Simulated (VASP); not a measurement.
# LiCl (I4/mmm) in VASP: a series of runs, part 2 of 2

VASP 6.6.1. Earlier steps stand in the parts before.

## Step 3: Single point, r2SCAN (strain +0.030 along x and y, -0.030 along z)

The input, POSCAR:

```
LiCl
1.0
    0.0000000000      2.6417028000      2.4878172000
    2.6417028000      0.0000000000      2.4878172000
    2.6417028000      2.6417028000      0.0000000000
Li Cl
1 1
Direct
    0.0000000000      0.0000000000      0.0000000000
    0.5000000000      0.5000000000      0.5000000000
```

The input, INCAR.step1:

```
PREC = Accurate ; ENCUT = 520
ISMEAR = 0 ; SIGMA = 0.05
LREAL = F ; LASPH = T
NELM = 60 ; NBANDS = 12
GGA = PE ; ALGO = Normal
EDIFF = 1E-4 ; LWAVE = T
LCHARG = F
```

The input, INCAR.step2:

```
PREC = Accurate ; ENCUT = 520
EDIFF = 1E-6 ; ISMEAR = 0
SIGMA = 0.05 ; LREAL = F
LASPH = T ; NELM = 60
ALGO = Normal ; ISIF = 2
LWAVE = F ; LCHARG = F
METAGGA = R2SCAN ; LMIXTAU = T
NBANDS = 12 ; ISTART = 1
```

The input, KPOINTS:

```
regular mesh
0
Gamma
  8 8 8
```

Potentials or basis: VASP PAW PBE potentials, release 64 (Li_sv, Cl).

On the command line:

```
$ cat potpaw_PBE.64/Li_sv/POTCAR potpaw_PBE.64/Cl/POTCAR > POTCAR
$ cp INCAR.step1 INCAR
$ mpirun -np 1 vasp_std > vasp.out
$ cp INCAR.step2 INCAR
$ mpirun -np 1 vasp_std > vasp.out
```

OUTCAR:

```text
PREC = Accurate
   ENCUT = 520
   EDIFF = 1E-6
   ISMEAR = 0
   LREAL = F
   LASPH = T
   NELM = 60
   ISIF = 2
   METAGGA = R2SCAN
   ISTART = 1

 ion  position               nearest neighbor table
   1  0.000  0.000  0.000-   2 2.49   2 2.49
   2  0.500  0.500  0.500-   1 2.49   1 2.49

  LATTYP: Found a body centered tetragonal cell.
 ALAT       =     3.7359319275
 C/A-ratio  =     1.3318321898

  Lattice vectors:

 A1 = (   0.0000000000,  -2.6417028000,  -2.4878172000)
 A2 = (   0.0000000000,   2.6417028000,  -2.4878172000)
 A3 = (   2.6417028000,   0.0000000000,   2.4878172000)

Analysis of symmetry for initial positions (statically):
=====================================================================
 Subroutine PRICEL returns:
 Original cell was already a primitive cell.

 Routine SETGRP: Setting up the symmetry group for a
 body centered tetragonal supercell.

 Subroutine GETGRP returns: Found 16 space group operations
 (whereof 16 operations were pure point group operations)
 out of a pool of 16 trial point group operations.

The static configuration has the point symmetry D_4h.

Analysis of symmetry for dynamics (positions and initial velocities):
=====================================================================
 Subroutine PRICEL returns:
 Original cell was already a primitive cell.

 Routine SETGRP: Setting up the symmetry group for a
 body centered tetragonal supercell.

 Subroutine GETGRP returns: Found 16 space group operations
 (whereof 16 operations were pure point group operations)
 out of a pool of 16 trial point group operations.

The dynamic configuration has the point symmetry D_4h.

 Subroutine INISYM returns: Found 16 space group operations
 (whereof 16 operations are pure point group operations),
 and found     1 'primitive' translations

----------------------------------------------------------------------------------------

                                     Primitive cell

  volume of cell :      34.7229

  direct lattice vectors                    reciprocal lattice vectors
     0.000000000  2.641702800  2.487817200    -0.189271859  0.189271859  0.200979397
     2.641702800  0.000000000  2.487817200     0.189271859 -0.189271859  0.200979397
     2.641702800  2.641702800  0.000000000     0.189271859  0.189271859 -0.200979397

  length of vectors
     3.628750212  3.628750212  3.735931928     0.334724351  0.334724351  0.334724351

  position of ions in fractional coordinates (direct lattice)
     0.000000000  0.000000000  0.000000000
     0.500000000  0.500000000  0.500000000

  ion indices of the primitive-cell ions
   primitive index   ion index
                 1           1
                 2           2

----------------------------------------------------------------------------------------

 KPOINTS: regular mesh

Automatic generation of k-mesh.
 Grid dimensions read from file:
 generate k-points for:    8    8    8

 Generating k-lattice:

  Cartesian coordinates                     Fractional coordinates (reciprocal lattice)
    -0.023658982  0.023658982  0.025122425     0.125000000 -0.000000000  0.000000000
     0.023658982 -0.023658982  0.025122425    -0.000000000  0.125000000  0.000000000
     0.023658982  0.023658982 -0.025122425     0.000000000  0.000000000  0.125000000

  Length of vectors
     0.041840544  0.041840544  0.041840544

  Shift w.r.t. Gamma in fractional coordinates (k-lattice)
     0.000000000  0.000000000  0.000000000

 Subroutine IBZKPT returns following result:
 ===========================================

 Found     59 irreducible k-points:

 Following reciprocal coordinates:
            Coordinates               Weight
  0.000000  0.000000  0.000000      1.000000
  0.125000  0.000000  0.000000      8.000000
  0.250000  0.000000  0.000000      8.000000
  0.375000 -0.000000  0.000000      8.000000
  0.500000  0.000000  0.000000      4.000000
  0.125000  0.125000  0.000000      2.000000
[... 16 lines left out ...]
  0.250000  0.000000  0.125000     16.000000
  0.375000  0.000000  0.125000     16.000000
 [... further k-points ...]
   k-points           NKPTS =     59   k-points in BZ     NKDIM =     59   number of bands    NBANDS=     12
   number of dos      NEDOS =    301   number of ions     NIONS =      2
   total plane-waves  NPLWV =  21952
   dimension x,y,z NGX =    28 NGY =   28 NGZ =   28
   dimension x,y,z NGXF=    56 NGYF=   56 NGZF=   56
   ions per type =               1   1
   NGX,Y,Z   is equivalent  to a cutoff of  12.83, 12.83, 12.46 a.u.
   NGXF,Y,Z  is equivalent  to a cutoff of  25.66, 25.66, 24.92 a.u.
 SYSTEM =  unknown system
   PREC   = accura    normal or accurate (medium, high low for compatibility)
   ISTART =      1    job   : 0-new  1-cont  2-samecut
   ICHARG =      0    charge: 1-file 2-atom 10-const
   ISPIN  =      1    spin polarized calculation?
   LNONCOLLINEAR =      F non collinear calculations
   LSORBIT =      F    spin-orbit coupling
   LASPH  =      T    aspherical Exc in radial PAW
   ENCUT  =  520.0 eV  38.22 Ry    6.18 a.u.   6.75  6.75  6.95*2*pi/ulx,y,z
   NELM   =     60;   NELMIN=  2; NELMDL=  0     # of ELM steps
   EDIFF  = 0.1E-05   stopping-criterion for ELM
   LREAL  =      F    real-space projection
   EDIFFG = 0.1E-04   stopping-criterion for IOM
   NSW    =      0    number of steps for IOM
   IBRION =     -1    ionic relax: 0-MD 1-quasi-New 2-CG
   NFREE  =      0    steps in history (QN), initial steepest desc. (CG)
   ISIF   =      2    stress and relaxation
   ISYM   =      2    0-nonsym 1-usesym 2-fastsym
   POTIM  = 0.5000    time-step for ionic-motion
   TEBEG  =    0.0;   TEEND  =   0.0 temperature during run
   PSTRESS=    0.0 pullay stress
   NELECT =      10.0000    total number of electrons
   NUPDOWN=      -1.0000    fix difference up-down
   EMIN   =  10.00;   EMAX   =-10.00  energy-range for DOS
   EFERMI =   0.00;   METHOD = LEGACY
   ISMEAR =     0;   SIGMA  =   0.05  broadening in eV -4-tet -1-fermi 0-gaus
   EFERMI_NEDOS =   21; number of points for ismear=-14 and -15
   IALGO  =     38    algorithm
   IMIX   =      4    mixing-type and parameters
     AMIX     =   0.40;   BMIX     =  1.00
     AMIX_MAG =   1.60;   BMIX_MAG =  1.00
  volume/ion in A,a.u.               =      17.36       117.16
  Fermi-wavevector in a.u.,A,eV,Ry     =   1.081109  2.042999 15.902436  1.168796
  Thomas-Fermi vector in A             =   2.217117
   LORBIT       =      0    0 simple, 1 ext, 2 COOP (PROOUT), +10 PAW based schemes
   METAGGA = R2SCAN    functional components
   LHFCALC =     F    Hartree Fock is set to
   AEXX    =    0.0000 exact exchange contribution
   IVDW    =     0    specifies the selected vdW correction
   LEPSILON=     F    determine dielectric tensor
   LRPA    =     F    only Hartree local field effects (RPA)
 non-spin polarized calculation
 Gauss-broadening in eV      SIGMA  =   0.05
  energy-cutoff  :      520.00
  volume of cell :       34.72
 maximum number of plane-waves:       947
   NGX = 13   NGY = 13   NGZ = 13

 number of electron      10.0000009 magnetization

 Free energy of the ion-electron system (eV)
  ---------------------------------------------------
  ext. energy  EPLUGINS =         0.00000000
  ---------------------------------------------------
  free energy    TOTEN  =       -12.57093461 eV

  energy without entropy =      -12.57093461  energy(sigma->0) =      -12.57093461

 E-fermi :   0.2928     XC(G=0):  -9.0268

 val. band max:        0.0270619943   @ k =   0.0000   0.0000   0.0000
 cond. band min:       7.0851277867   @ k =   0.0000   0.0000   0.0000
 fundamental gap:      7.0580657924
 Fermi energy:         0.2927685399

 k-point     1 :       0.0000    0.0000    0.0000
  band No.  band energies     occupation
      1     -44.8766      2.00000
      2     -13.9142      2.00000
      3      -0.1607      2.00000
      4       0.0270      2.00000
      5       0.0271      2.00000
      6       7.0851      0.00000
      7      12.4681      0.00000
      8      12.4682      0.00000
      9      12.9714      0.00000
     10      14.8231      0.00000
     11      15.2383      0.00000
     12      15.2398      0.00000
[... 331 lines left out ...]
 k-point    24 :       0.3750    0.0000    0.1250
  band No.  band energies     occupation
      1     -44.8749      2.00000
      2     -13.4746      2.00000
      3      -2.1330      2.00000
      4      -0.5131      2.00000
      5      -0.4175      2.00000
      6       8.3826      0.00000
      7      10.2450      0.00000
      8      11.5685      0.00000
      9      11.9685      0.00000
     10      15.1719      0.00000
     11      16.9519      0.00000
     12      17.8859      0.00000

 [... further k-points ...]
[... 5 lines left out ...]
  --------------------------------------------------------------------------------------
  -------------------------------------------------------------------------------------
  Total       -0.4689891     -0.4689891     -0.0456814      0.0000000      0.0000000      0.0000000
  in kB      -21.6399833    -21.6399833     -2.1078220      0.0000000      0.0000000      0.0000000
  external PRESSURE =     -15.1292629 kB  Pullay stress =       0.0000000 kB

 VOLUME and BASIS-vectors are now :
 -----------------------------------------------------------------------------
  energy-cutoff  :      520.00
  volume of cell :       34.72
      direct lattice vectors                 reciprocal lattice vectors
     0.000000000  2.641702800  2.487817200    -0.189271859  0.189271859  0.200979397
     2.641702800  0.000000000  2.487817200     0.189271859 -0.189271859  0.200979397
     2.641702800  2.641702800  0.000000000     0.189271859  0.189271859 -0.200979397

 POSITION                                       TOTAL-FORCE (eV/Angst)
 -----------------------------------------------------------------------------------
      0.00000      0.00000      0.00000        -0.000000      0.000000      0.000000
      2.64170      2.64170      2.48782         0.000000     -0.000000      0.000000
 -----------------------------------------------------------------------------------
    total drift:                                0.000000      0.000000      0.000000

  FREE ENERGIE OF THE ION-ELECTRON SYSTEM (eV)
  ---------------------------------------------------
  free  energy   TOTEN  =       -12.5709346115 eV

  energy  without entropy=      -12.5709346115  energy(sigma->0) =      -12.57093461
```

It took 2.8 min on 1 thread of Intel Xeon 8259CL, shared host; peak memory 0.17 GiB.

What came out:

| Item | Value |
| --- | --- |
| Free energy | -12.5709 eV |
| Band gap on the k mesh | 7.06 eV |

Caveat: the cell differs from its parent crystal (strain +0.030 along x and y, -0.030 along z); the cutoff is under 1.25 times the usual one of these potentials, so pressure, stress and relaxed cells hold a basis-set (Pulay) error; the PAW data sets were made with another functional, which shifts forces and pressure a little.

## Step 4: Single point, r2SCAN (strain +0.030 along x and y, -0.015 along z)

The input, POSCAR:

```
LiCl
1.0
    0.0000000000      2.6417028000      2.5262886000
    2.6417028000      0.0000000000      2.5262886000
    2.6417028000      2.6417028000      0.0000000000
Li Cl
1 1
Direct
    0.0000000000      0.0000000000      0.0000000000
    0.5000000000      0.5000000000      0.5000000000
```

The input, INCAR.step1:

```
  PREC = Accurate
  ENCUT = 520
  ISMEAR = 0
  SIGMA = 0.05
  LREAL = F
  LASPH = T
  NELM = 100
  NBANDS = 12
  GGA = PE
  ALGO = Normal
  EDIFF = 1E-4
  LWAVE = T
  LCHARG = F
```

The input, INCAR.step2:

```
  PREC = Accurate
  ENCUT = 520
  EDIFF = 1E-7
  ISMEAR = 0
  SIGMA = 0.05
  LREAL = F
  LASPH = T
  NELM = 100
  ALGO = Normal
  ISIF = 2
  LWAVE = F
  LCHARG = F
  METAGGA = R2SCAN
  LMIXTAU = T
  NBANDS = 12
  ISTART = 1
```

The input, KPOINTS:

```
Automatic mesh
0
Gamma
  8 8 8
```

On the command line:

```
$ cat potpaw_PBE.64/Li_sv/POTCAR potpaw_PBE.64/Cl/POTCAR > POTCAR
$ cp INCAR.step1 INCAR
$ mpirun -np 1 vasp_std > vasp.out
$ cp INCAR.step2 INCAR
$ mpirun -np 1 vasp_std > vasp.out
```

It took 2.7 min on 1 thread of Intel Xeon 8259CL, shared host; peak memory 0.17 GiB.

It converged, with:

- Free energy: -12.5686 eV
- Band gap on the k mesh: 6.99 eV

Levels at points of the mesh, in eV from the valence-band top:
```tsv
k point	band 2	band 3	band 4	band 5	band 6	band 7	band 8	band 9
(0.00, 0.00, 0.00)	-13.87	-0.13	0.00	0.00	6.99	12.47	12.47	12.85
(0.50, 0.00, 0.00)	-13.35	-2.71	-0.34	-0.25	7.43	10.07	10.46	13.69
(0.50, 0.50, 0.00)	-13.08	-2.78	-1.17	-1.17	8.59	8.80	13.58	14.81
(0.50, 0.00, 0.50)	-13.15	-2.78	-1.19	-0.90	8.67	9.03	12.93	14.68
```

Caveat: the cell differs from its parent crystal (strain +0.030 along x and y, -0.015 along z); the cutoff is under 1.25 times the usual one of these potentials, so pressure, stress and relaxed cells hold a basis-set (Pulay) error; the PAW data sets were made with another functional, which shifts forces and pressure a little.

## Step 5: Summary

```tsv
cell	gap on the mesh (eV)
a = 3.601, b = 3.601, c = 3.682 Å, angles 59.3, 59.3, 61.5°, 2 atoms	7.25
a = 3.629, b = 3.629, c = 3.736 Å, angles 59.0, 59.0, 62.0°, 2 atoms	7.06
a = 3.655, b = 3.655, c = 3.736 Å, angles 59.3, 59.3, 61.5°, 2 atoms	6.99
```

Alike in all rows: task single point; level r2SCAN; potentials or basis VASP PAW PBE potentials, release 64 (Li_sv, Cl); no spin polarisation; k mesh 8 × 8 × 8; cutoff (eV) 520; smearing gaussian 0.05 eV.

Caveats: the cutoff is under 1.25 times the usual one of these potentials, so pressure, stress and relaxed cells hold a basis-set (Pulay) error; the PAW data sets were made with another functional, which shifts forces and pressure a little.

Absolute energies hang on the potentials; compare differences alone.
